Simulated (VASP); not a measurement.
# MoS2 (P-3m1) in VASP: single point with PBE+D3(BJ)

Aim: the single point of MoS2 with PBE+D3(BJ).

Program: VASP 6.6.1. These are calculated values, not measurements. Logs are shortened: lines on timing, memory, paths and dates and some standing lists are left out, and cuts for length are marked.

### Step 1. The cell of the first run

Symmetry: P-3m1, No. 164, trigonal system. Conventional cell: a = 3.134 Å, b = 3.134 Å, c = 18.214 Å, α = 90.00°, β = 90.00°, γ = 120.00°. Within 3.2 Å of Mo (site symmetry 3m) lie 6 S at 2.42 Å and 6 Mo at 3.13 Å. Mo (site symmetry -3m) has 6 S at 2.42 Å and 6 Mo at 3.13 Å within 3.2 Å. Within 3.2 Å of S (site symmetry 3m) lie 3 Mo at 2.42 Å and 6 S at 3.13 Å. S (site symmetry 3m) has 3 Mo at 2.42 Å and 6 S at 3.13 Å within 3.2 Å. Within 3.2 Å of S (site symmetry 3m) lie 3 Mo at 2.42 Å and 6 S at 3.13 Å.

### Step 2. Single point, PBE+D3(BJ)

INCAR reads:

```
PREC = Accurate
ENCUT = 520
EDIFF = 1E-7
ISMEAR = 0
SIGMA = 0.15
LREAL = False
LASPH = True
NELM = 60
ALGO = Normal
ISIF = 2
LWAVE = False
LCHARG = False
GGA = PE
IVDW = 12
NBANDS = 49
```

KPOINTS reads:

```
regular mesh
0
Gamma
  14 14 3
```

POSCAR reads:

```
MoS2
1.0
   -3.1342106946      0.0000000000      0.0000000000
   -1.5671053473     -2.7143060823      0.0000000000
    0.0000000000      0.0000000000     18.2135570258
Mo S
3 6
Direct
    0.6666666667      0.6666666667      0.1634802705
    1.0000000000      0.0000000000      0.8173359672
    0.3333333333      0.3333333333      0.4904081189
    0.6666666667      0.6666666667      0.9053210343
    0.0000000000      1.0000000000      0.5783931860
    0.3333333333      0.3333333333      0.2514653376
    0.6666666667      0.6666666667      0.4024230518
    1.0000000000      0.0000000000      0.0754952035
    0.3333333333      0.3333333333      0.7293509001
```

Potentials or basis: VASP PAW PBE potentials, release 64 (Mo_sv, S).

Command:

```sh
cat potpaw_PBE.64/Mo_sv/POTCAR potpaw_PBE.64/S/POTCAR > POTCAR
mpirun -np 1 vasp_std > vasp.out
```

OUTCAR:

```text
PREC = Accurate
   ENCUT = 520
   EDIFF = 1E-7
   ISMEAR = 0
   LREAL = False
   LASPH = True
   NELM = 60
   ISIF = 2
   GGA = PE
   IVDW = 12
 IVDW          = 12

 ion  position               nearest neighbor table
   1  0.667  0.667  0.163-   8 2.42   8 2.42   8 2.42   6 2.42   6 2.42   6 2.42
   2  0.000  0.000  0.817-   4 2.42   9 2.42   4 2.42   9 2.42   4 2.42   9 2.42
   3  0.333  0.333  0.490-   7 2.42   5 2.42   7 2.42   5 2.42   5 2.42   7 2.42
   4  0.667  0.667  0.905-   2 2.42   2 2.42   2 2.42
   5  0.000  0.000  0.578-   3 2.42   3 2.42   3 2.42
   6  0.333  0.333  0.251-   1 2.42   1 2.42   1 2.42
   7  0.667  0.667  0.402-   3 2.42   3 2.42   3 2.42
   8  0.000  0.000  0.075-   1 2.42   1 2.42   1 2.42
   9  0.333  0.333  0.729-   2 2.42   2 2.42   2 2.42

  LATTYP: Found a hexagonal cell.
 ALAT       =     3.1342106946
 C/A-ratio  =     5.8112101581

  Lattice vectors:

 A1 = (   1.5671053473,   2.7143060823,   0.0000000000)
 A2 = (  -3.1342106946,   0.0000000000,   0.0000000000)
 A3 = (   0.0000000000,   0.0000000000,  18.2135570258)

Analysis of symmetry for initial positions (statically):
=====================================================================
 Subroutine PRICEL returns:
 Original cell was already a primitive cell.

 Routine SETGRP: Setting up the symmetry group for a
 hexagonal supercell.

 Subroutine GETGRP returns: Found 12 space group operations
 (whereof  6 operations were pure point group operations)
 out of a pool of 24 trial point group operations.

The static configuration has the point symmetry C_3v.
 The point group associated with its full space group is D_3d.

Analysis of symmetry for dynamics (positions and initial velocities):
=====================================================================
 Subroutine PRICEL returns:
 Original cell was already a primitive cell.

 Routine SETGRP: Setting up the symmetry group for a
 hexagonal supercell.

 Subroutine GETGRP returns: Found 12 space group operations
 (whereof  6 operations were pure point group operations)
 out of a pool of 24 trial point group operations.

The dynamic configuration has the point symmetry C_3v.
 The point group associated with its full space group is D_3d.

 Subroutine INISYM returns: Found 12 space group operations
 (whereof  6 operations are pure point group operations),
 and found     1 'primitive' translations

[... 113 lines left out ...]
   NFREE  =      0    steps in history (QN), initial steepest desc. (CG)
   ISIF   =      2    stress and relaxation
   ISYM   =      2    0-nonsym 1-usesym 2-fastsym
   POTIM  = 0.5000    time-step for ionic-motion
   TEBEG  =    0.0;   TEEND  =   0.0 temperature during run
   PSTRESS=    0.0 pullay stress
   NELECT =      78.0000    total number of electrons
   NUPDOWN=      -1.0000    fix difference up-down
   EMIN   =  10.00;   EMAX   =-10.00  energy-range for DOS
   EFERMI =   0.00;   METHOD = LEGACY
   ISMEAR =     0;   SIGMA  =   0.15  broadening in eV -4-tet -1-fermi 0-gaus
   EFERMI_NEDOS =   21; number of points for ismear=-14 and -15
   IALGO  =     38    algorithm
   IMIX   =      4    mixing-type and parameters
     AMIX     =   0.40;   BMIX     =  1.00
     AMIX_MAG =   1.60;   BMIX_MAG =  1.00
  volume/ion in A,a.u.               =      17.22       116.18
  Fermi-wavevector in a.u.,A,eV,Ry     =   1.302304  2.460998 23.075429  1.695996
  Thomas-Fermi vector in A             =   2.433381
   LORBIT       =      0    0 simple, 1 ext, 2 COOP (PROOUT), +10 PAW based schemes
   GGA     = PE    functional components
   LHFCALC =     F    Hartree Fock is set to
   AEXX    =    0.0000 exact exchange contribution
   IVDW    =    12    specifies the selected vdW correction
   LEPSILON=     F    determine dielectric tensor
   LRPA    =     F    only Hartree local field effects (RPA)
 non-spin polarized calculation
 Gauss-broadening in eV      SIGMA  =   0.15
  energy-cutoff  :      520.00
  volume of cell :      154.95
 maximum number of plane-waves:      4200
   NGX = 11   NGY = 11   NGZ = 67

 number of electron      77.9999999 magnetization

 Free energy of the ion-electron system (eV)
  ---------------------------------------------------
  ext. energy  EPLUGINS =         0.00000000
  ---------------------------------------------------
  free energy    TOTEN  =       -62.91129748 eV

  energy without entropy =      -62.88329892  energy(sigma->0) =      -62.89729820

 E-fermi :   8.1346     XC(G=0): -11.0811

 val. band max:        8.1284656032   @ k =   0.4286   0.2143   0.0000
 cond. band min:       8.1423679224   @ k =   0.3571   0.1429   0.3333
 fundamental gap:      0.0139023192
 Fermi energy:         8.1345614781

 k-point     1 :       0.0000    0.0000    0.0000
  band No.  band energies     occupation
      1     -53.5742      2.00000
      2     -53.5742      2.00000
      3     -53.5446      2.00000
      4     -27.6662      2.00000
      5     -27.6662      2.00000
      6     -27.6401      2.00000
[... 1237 lines left out ...]
     48      11.3896      0.00000
     49      11.6111      0.00000

 [... further k-points ...]

------------------------ aborting loop because EDIFF is reached ----------------------------------------

 Edisp (eV)   -3.97034

 E8    (eV) :    -1.6030

  FORCE on cell =-STRESS in cart. coord.  units (eV):
  Direction    XX          YY          ZZ          XY          YZ          ZX
  --------------------------------------------------------------------------------------
  -------------------------------------------------------------------------------------
  Total      -0.08860    -0.08860    -0.54344     0.00000    -0.00000    -0.00000
  in kB      -0.91615    -0.91615    -5.61927     0.00000    -0.00000    -0.00000
  external pressure =       -2.48 kB  Pullay stress =        0.00 kB

 VOLUME and BASIS-vectors are now :
 -----------------------------------------------------------------------------
  energy-cutoff  :      520.00
  volume of cell :      154.95
      direct lattice vectors                 reciprocal lattice vectors
    -3.134210695  0.000000000  0.000000000    -0.319059597  0.184209144  0.000000000
    -1.567105347 -2.714306082  0.000000000     0.000000000 -0.368418288  0.000000000
     0.000000000  0.000000000 18.213557026     0.000000000  0.000000000  0.054904157

 POSITION                                       TOTAL-FORCE (eV/Angst)
 -----------------------------------------------------------------------------------
     -3.13421     -1.80954      2.97756        -0.000000      0.000000     -0.037832
      0.00000      0.00000     14.88660         0.000000      0.000000      0.037832
     -1.56711     -0.90477      8.93208        -0.000000     -0.000000     -0.000000
     -3.13421     -1.80954     16.48912        -0.000000     -0.000000      0.100731
      0.00000      0.00000     10.53460        -0.000000      0.000000     -0.010262
     -1.56711     -0.90477      4.58008        -0.000000      0.000000      0.002960
     -3.13421     -1.80954      7.32956         0.000000      0.000000      0.010262
      0.00000      0.00000      1.37504         0.000000      0.000000     -0.100731
     -1.56711     -0.90477     13.28407         0.000000     -0.000000     -0.002960
 -----------------------------------------------------------------------------------
    total drift:                               -0.000000     -0.000000      0.000023

  FREE ENERGIE OF THE ION-ELECTRON SYSTEM (eV)
  ---------------------------------------------------
  free  energy   TOTEN  =       -66.8816380550 eV

  energy  without entropy=      -66.8536395004  energy(sigma->0) =      -66.86763878
```

It took 8.4 min on 1 thread of Intel Xeon Platinum 8375C at 2.90GHz (Ice Lake), shared host; peak memory 0.5 GiB.

Results:

| Item | Value |
| --- | --- |
| Free energy | -66.8816 eV |
| Pressure | -0.2 GPa |
| Largest force | 0.101 eV/Å |
| Band gap on the k mesh | zero (band 39 reaches 8.43 eV, above the bottom of band 40 at 7.99 eV) |
| Dispersion energy per atom | -0.441 eV |

Forces in eV/Å, atoms in the order of the input:
```
Mo   0.000  0.000 -0.038
Mo   0.000  0.000  0.038
Mo   0.000  0.000  0.000
S    0.000  0.000  0.101
S    0.000  0.000 -0.010
S    0.000  0.000  0.003
S    0.000  0.000  0.010
S    0.000  0.000 -0.101
S    0.000  0.000 -0.003
```

Levels at points of the mesh, in eV from the Fermi level:
```
           k point  band 37  band 38  band 39  band 40  band 41  band 42
(0.00, 0.00, 0.00)    -0.78    -0.42    -0.25    -0.10    -0.10    -0.06
(0.50, 0.00, 0.00)    -1.65    -1.43    -1.35     1.35     1.35     1.38
```
